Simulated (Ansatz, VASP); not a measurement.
## Two plane-wave programs on CdSe

The input INCAR:

```
SYSTEM = CdSe
ALGO = Normal ; EDIFF = 1E-6
ENCUT = 520 ; GGA = PE
ISIF = 2 ; ISMEAR = 0
LASPH = .True. ; LCHARG = .False.
LREAL = .False. ; LWAVE = .False.
NBANDS = 26 ; NELM = 100
PREC = Accurate ; SIGMA = 0.05
```

File KPOINTS:

```
k-points
0
Gamma
  6 6 4
  0 0 0
```

POSCAR

```
CdSe
1.0
    4.0835749185      0.0000000000      0.0000000000
   -2.0417874593      3.5364796177      0.0000000000
    0.0000000000      0.0000000000      6.8398200000
Cd Se
2 2
Direct
    0.6666666667      0.3333333333      0.0000000000
    0.3333333333      0.6666666667      0.5000000000
    0.6666666667      0.3333333333      0.3750000000
    0.3333333333      0.6666666667      0.8750000000
```

Input for Ansatz:

```yaml
crystal:
  lattice:
    - [4.0835749185, 0.0, 0.0]
    - [-2.0417874593, 3.5364796177, 0.0]
    - [0.0, 0.0, 6.83982]
  atoms:
    - { symbol: Cd, position: [0.6666666667, 0.3333333333, 0.0] }
    - { symbol: Cd, position: [0.3333333333, 0.6666666667, 0.5] }
    - { symbol: Se, position: [0.6666666667, 0.3333333333, 0.375] }
    - { symbol: Se, position: [0.3333333333, 0.6666666667, 0.875] }
basis:
  ecutwfc: 420
kpoints:
  mp_grid: { grid: [6, 6, 4] }
hamiltonian:
  xc: pbe
scf:
  occupations: { method: gaussian, width: 0.05 }
output:
  forces: true
  stress: true
  eigenvalues: true
```

Change from the starting cell: strain -0.050 along x and y, -0.025 along z, atoms carried along.

Alike in both runs: task single point; functional PBE; k mesh 6 × 6 × 4; occupations gaussian, width 0.05 eV; no spin polarisation.

|  | VASP | Ansatz |
| --- | --- | --- |
| version | VASP 6.6.1 | Ansatz 0.2.0 |
| potentials or method | VASP PAW PBE potentials, release 64 (Cd, Se), cutoff 520 eV | scalar-relativistic, plane waves, PAW |
| valence electrons in the cell | 36 | 72 |

|  | VASP | Ansatz | Ansatz less VASP |
| --- | --- | --- | --- |
| gap on the k mesh at the Fermi level (eV) | 0.90 | 0.89 | -0.006 |
| least direct gap on the mesh (eV) | 0.90 | 0.89 | -0.006 |
| pressure (GPa) | 13.5 | 12.9 | -0.56 |
| traceless stress, the component that is largest in VASP (GPa) | -2.42 | -2.36 | +0.052 |
| rms of the force components (eV/Å) | 0.205 | 0.198 | -0.0073 |

Atom by atom the forces differ by 0.007 eV/Å (rms over components). With one functional, cell and mesh, what is left measures potentials, basis and numerics. VASP's potentials hold 36 valence electrons a cell and Ansatz's 72, so a difference there can come from the potentials and not from the codes.
